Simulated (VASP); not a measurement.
# Co (P6_3/mmc) in VASP: notebook

Co is run at these levels: PBE; tasks: single point.

Program: VASP 6.6.1. These are calculated values, not measurements. Logs are shortened: lines on timing, memory, paths and dates and some standing lists are left out, and cuts for length are marked.

## Step 1: The cell of the first run

The structure is hexagonal, space group P6_3/mmc (No. 194). The conventional cell has a = 2.507 Å, b = 2.507 Å, c = 4.070 Å, α = 90.00°, β = 90.00°, γ = 120.00°. Within 3.3 Å of Co (site symmetry -6m2) lie 12 Co at 2.50 to 2.51 Å.

## Step 2: Single point, PBE, collinear spin, ferromagnetic start

INCAR

```
SYSTEM = Co
ALGO = Normal
EDIFF = 1E-6
ENCUT = 600
GGA = PE
GGA_COMPAT = .False.
ISIF = 2
ISMEAR = -1
ISPIN = 2
LASPH = .True.
LCHARG = .True.
LELF = .True.
LMAXMIX = 4
LORBIT = 11
LREAL = .False.
LVHAR = .True.
LWAVE = .False.
MAGMOM = 0.54 0.54
NBANDS = 20
NELM = 200
NUPDOWN = 1.08
PREC = Accurate
SIGMA = 0.08
```

KPOINTS

```
k-points
0
Gamma
  15 15 8
  0 0 0
```

POSCAR

```
Co
1.0
    2.5074000000      0.0000000000      0.0000000000
   -1.2537000000      2.1714720974      0.0000000000
    0.0000000000      0.0000000000      4.0699000000
Co
2
Direct
    0.3333333333      0.6666666667      0.2500000000
    0.6666666667      0.3333333333      0.7500000000
```

Potentials or basis: VASP PAW PBE potentials, release 64 (Co).

The run is started by

```console
cat potpaw_PBE.64/Co/POTCAR > POTCAR
mpirun -np 1 vasp_std > vasp.out
```

OUTCAR:

```text
SYSTEM = Co
   EDIFF = 1E-6
   ENCUT = 600
   GGA = PE
   ISIF = 2
   ISMEAR = -1
   ISPIN = 2
   LASPH = .True.
   LORBIT = 11
   LREAL = .False.
   NELM = 200
   NUPDOWN = 1.08
   PREC = Accurate

 ion  position               nearest neighbor table
   1  0.333  0.667  0.250-   2 2.50   2 2.50   2 2.50   2 2.50   2 2.50   2 2.50
   2  0.667  0.333  0.750-   1 2.50   1 2.50   1 2.50   1 2.50   1 2.50   1 2.50

  LATTYP: Found a hexagonal cell.
 ALAT       =     2.5074000000
 C/A-ratio  =     1.6231554598

  Lattice vectors:

 A1 = (   2.5074000000,   0.0000000000,   0.0000000000)
 A2 = (  -1.2537000000,   2.1714720974,   0.0000000000)
 A3 = (   0.0000000000,   0.0000000000,   4.0699000000)

Analysis of symmetry for initial positions (statically):
=====================================================================
 Subroutine PRICEL returns:
 Original cell was already a primitive cell.

 Routine SETGRP: Setting up the symmetry group for a
 hexagonal supercell.

 Subroutine GETGRP returns: Found 24 space group operations
 (whereof 12 operations were pure point group operations)
 out of a pool of 24 trial point group operations.

The static configuration has the point symmetry D_3d.
 The point group associated with its full space group is D_6h.

Analysis of symmetry for dynamics (positions and initial velocities):
=====================================================================
 Subroutine PRICEL returns:
 Original cell was already a primitive cell.

 Routine SETGRP: Setting up the symmetry group for a
 hexagonal supercell.

 Subroutine GETGRP returns: Found 24 space group operations
 (whereof 12 operations were pure point group operations)
 out of a pool of 24 trial point group operations.

The dynamic configuration has the point symmetry D_3d.
 The point group associated with its full space group is D_6h.

Analysis of structural, dynamic, and magnetic symmetry:
=====================================================================
 Subroutine PRICEL returns:
 Original cell was already a primitive cell.

 Routine SETGRP: Setting up the symmetry group for a
 hexagonal supercell.

 Subroutine GETGRP returns: Found 24 space group operations
 (whereof 12 operations were pure point group operations)
 out of a pool of 24 trial point group operations.

The overall configuration has the point symmetry D_3d.
 The point group associated with its full space group is D_6h.

 Subroutine INISYM returns: Found 24 space group operations
 (whereof 12 operations are pure point group operations),
 and found     1 'primitive' translations

----------------------------------------------------------------------------------------

                                     Primitive cell

  volume of cell :      22.1596

  direct lattice vectors                    reciprocal lattice vectors
     2.507400000  0.000000000  0.000000000     0.398819494  0.230258542  0.000000000
    -1.253700000  2.171472097  0.000000000     0.000000000  0.460517085  0.000000000
     0.000000000  0.000000000  4.069900000     0.000000000  0.000000000  0.245706283

  length of vectors
     2.507400000  2.507400000  4.069900000     0.460517085  0.460517085  0.245706283

  position of ions in fractional coordinates (direct lattice)
     0.333333333  0.666666667  0.250000000
     0.666666667  0.333333333  0.750000000

  ion indices of the primitive-cell ions
   primitive index   ion index
                 1           1
                 2           2

----------------------------------------------------------------------------------------

 KPOINTS: k-points

Automatic generation of k-mesh.
 Grid dimensions read from file:
 generate k-points for:   15   15    8

 Generating k-lattice:

  Cartesian coordinates                     Fractional coordinates (reciprocal lattice)
     0.026587966  0.015350569  0.000000000     0.066666667  0.000000000  0.000000000
     0.000000000  0.030701139  0.000000000     0.000000000  0.066666667  0.000000000
     0.000000000  0.000000000  0.030713285     0.000000000  0.000000000  0.125000000

  Length of vectors
     0.030701139  0.030701139  0.030713285

  Shift w.r.t. Gamma in fractional coordinates (k-lattice)
     0.000000000  0.000000000  0.000000000

 Subroutine IBZKPT returns following result:
 ===========================================

 Found    135 irreducible k-points:

 Following reciprocal coordinates:
            Coordinates               Weight
  0.000000  0.000000  0.000000      1.000000
  0.066667 -0.000000  0.000000      6.000000
  0.133333 -0.000000  0.000000      6.000000
  0.200000 -0.000000  0.000000      6.000000
  0.266667 -0.000000  0.000000      6.000000
  0.333333  0.000000  0.000000      6.000000
[... 16 lines left out ...]
  0.333333  0.200000  0.000000     12.000000
  0.400000  0.200000  0.000000      6.000000
 [... further k-points ...]
   k-points           NKPTS =    135   k-points in BZ     NKDIM =    135   number of bands    NBANDS=     20
   number of dos      NEDOS =    301   number of ions     NIONS =      2
   total plane-waves  NPLWV =  14400
   dimension x,y,z NGX =    20 NGY =   20 NGZ =   36
   dimension x,y,z NGXF=    40 NGYF=   40 NGZF=   72
   ions per type =               2
   NGX,Y,Z   is equivalent  to a cutoff of  13.26, 13.26, 14.71 a.u.
   NGXF,Y,Z  is equivalent  to a cutoff of  26.52, 26.52, 29.41 a.u.
 SYSTEM =  Co
   PREC   = accura    normal or accurate (medium, high low for compatibility)
   ISTART =      0    job   : 0-new  1-cont  2-samecut
   ICHARG =      2    charge: 1-file 2-atom 10-const
   ISPIN  =      2    spin polarized calculation?
   LNONCOLLINEAR =      F non collinear calculations
   LSORBIT =      F    spin-orbit coupling
   LASPH  =      T    aspherical Exc in radial PAW
   ENCUT  =  600.0 eV  44.10 Ry    6.64 a.u.   5.01  5.01  8.13*2*pi/ulx,y,z
   NELM   =    200;   NELMIN=  2; NELMDL= -5     # of ELM steps
   EDIFF  = 0.1E-05   stopping-criterion for ELM
   LREAL  =      F    real-space projection
   EDIFFG = 0.1E-04   stopping-criterion for IOM
   NSW    =      0    number of steps for IOM
   IBRION =     -1    ionic relax: 0-MD 1-quasi-New 2-CG
   NFREE  =      0    steps in history (QN), initial steepest desc. (CG)
   ISIF   =      2    stress and relaxation
   ISYM   =      2    0-nonsym 1-usesym 2-fastsym
   POTIM  = 0.5000    time-step for ionic-motion
   TEBEG  =    0.0;   TEEND  =   0.0 temperature during run
   PSTRESS=    0.0 pullay stress
   NELECT =      18.0000    total number of electrons
   NUPDOWN=       1.0800    fix difference up-down
   EMIN   =  10.00;   EMAX   =-10.00  energy-range for DOS
   EFERMI =   0.00;   METHOD = LEGACY
   ISMEAR =    -1;   SIGMA  =   0.08  broadening in eV -4-tet -1-fermi 0-gaus
   EFERMI_NEDOS =   21; number of points for ismear=-14 and -15
   IALGO  =     38    algorithm
   IMIX   =      4    mixing-type and parameters
     AMIX     =   0.40;   BMIX     =  1.00
     AMIX_MAG =   1.60;   BMIX_MAG =  1.00
  volume/ion in A,a.u.               =      11.08        74.77
  Fermi-wavevector in a.u.,A,eV,Ry     =   1.527490  2.886538 31.745475  2.333227
  Thomas-Fermi vector in A             =   2.635379
   LORBIT       =     11    0 simple, 1 ext, 2 COOP (PROOUT), +10 PAW based schemes
   GGA     = PE    functional components
   LHFCALC =     F    Hartree Fock is set to
   AEXX    =    0.0000 exact exchange contribution
   IVDW    =     0    specifies the selected vdW correction
   LEPSILON=     F    determine dielectric tensor
   LRPA    =     F    only Hartree local field effects (RPA)
 spin polarized calculation
  energy-cutoff  :      600.00
  volume of cell :       22.16
 maximum number of plane-waves:       764
 NGX is ok and might be reduce to    20
   NGX =  9   NGY =  9   NGZ = 17

 number of electron      17.9999999 magnetization       1.0800000

 Free energy of the ion-electron system (eV)
  ---------------------------------------------------
  ext. energy  EPLUGINS =         0.00000000
  ---------------------------------------------------
  free energy    TOTEN  =       -13.69526412 eV

  energy without entropy =      -13.57442810  energy(sigma->0) =      -13.63484611

 E-fermi :   9.9552     XC(G=0): -13.2947

 val. band max:        9.9503984011   @ k =   0.0667   0.0667   0.5000
 cond. band min:       9.6900790111   @ k =   0.3333   0.2667   0.0000
 fundamental gap:     -0.2603193899
 Fermi energy:         9.6884297880

 spin component 1

 k-point     1 :       0.0000    0.0000    0.0000
  band No.  band energies     occupation
      1       1.1808      1.00000
      2       5.2139      1.00000
      3       7.8285      1.00000
      4       7.8851      1.00000
      5       7.8851      1.00000
      6       8.1954      1.00000
[... 12 lines left out ...]
     19      35.6441      0.00000
     20      35.6441      0.00000
[... 507 lines left out ...]
 k-point    24 :       0.4000    0.2000    0.0000
  band No.  band energies     occupation
      1       6.0754      1.00000
      2       6.1014      1.00000
      3       6.1684      1.00000
      4       7.0729      1.00000
      5       7.5553      1.00000
      6       7.7549      1.00000
[... 12 lines left out ...]
     19      29.0992      0.00000
     20      38.4612      0.00000

 [... further k-points ...]

 spin component 2

 k-point     1 :       0.0000    0.0000    0.0000
  band No.  band energies     occupation
      1       1.1461      1.00000
      2       5.5203      1.00000
      3       8.3774      1.00000
      4       8.4257      1.00000
      5       8.4257      1.00000
      6       8.7538      1.00000
[... 12 lines left out ...]
     19      35.7103      0.00000
     20      35.7103      0.00000
[... 507 lines left out ...]
 k-point    24 :       0.4000    0.2000    0.0000
  band No.  band energies     occupation
      1       6.3980      1.00000
      2       6.5297      1.00000
      3       6.5598      1.00000
      4       7.3497      1.00000
      5       8.1137      1.00000
      6       8.2863      1.00000
[... 12 lines left out ...]
     19      29.1867      0.00000
     20      38.5288      0.00000

 [... further k-points ...]
[... 5 lines left out ...]
  --------------------------------------------------------------------------------------
  -------------------------------------------------------------------------------------
  Total       -1.8488720     -1.8488720     -2.1405584     -0.0000000     -0.0000000      0.0000000
  in kB     -133.6767270   -133.6767270   -154.7661736     -0.0000000     -0.0000000      0.0000000
  external PRESSURE =    -140.7065425 kB  Pullay stress =       0.0000000 kB

 VOLUME and BASIS-vectors are now :
 -----------------------------------------------------------------------------
  energy-cutoff  :      600.00
  volume of cell :       22.16
      direct lattice vectors                 reciprocal lattice vectors
     2.507400000  0.000000000  0.000000000     0.398819494  0.230258542  0.000000000
    -1.253700000  2.171472097  0.000000000     0.000000000  0.460517085  0.000000000
     0.000000000  0.000000000  4.069900000     0.000000000  0.000000000  0.245706283

 POSITION                                       TOTAL-FORCE (eV/Angst)
 -----------------------------------------------------------------------------------
     -0.00000      1.44765      1.01747         0.000000      0.000000      0.000000
      1.25370      0.72382      3.05242        -0.000000     -0.000000      0.000000
 -----------------------------------------------------------------------------------
    total drift:                                0.000000      0.000000     -0.000000

  FREE ENERGIE OF THE ION-ELECTRON SYSTEM (eV)
  ---------------------------------------------------
  free  energy   TOTEN  =       -13.6952641210 eV

  energy  without entropy=      -13.5744281010  energy(sigma->0) =      -13.63484611

 total charge

# of ion       s       p       d       tot
------------------------------------------
    1        0.472   0.495   7.265   8.233
    2        0.472   0.495   7.265   8.233
--------------------------------------------------
tot          0.945   0.991  14.530  16.466

 magnetization (x)

# of ion       s       p       d       tot
------------------------------------------
    1       -0.008  -0.025   0.586   0.553
    2       -0.008  -0.025   0.586   0.553
--------------------------------------------------
tot         -0.015  -0.051   1.173   1.106
```

It took 70 s on 1 thread of Oxide Virtual Turin-like, shared host; peak memory 0.19 GiB.

What came out:

* Free energy: -13.6953 eV
* Pressure: -14.1 GPa
* Net moment: 1.08 μB per cell
* Site moments: Co +0.55 μB
* Valence electrons inside the program's atomic spheres: Co 8.23

Caveat: the cell stands under tension; the total moment is fixed, so each spin has its own Fermi level and the state may be an excited one.

(Continued in part 2 of 2.)
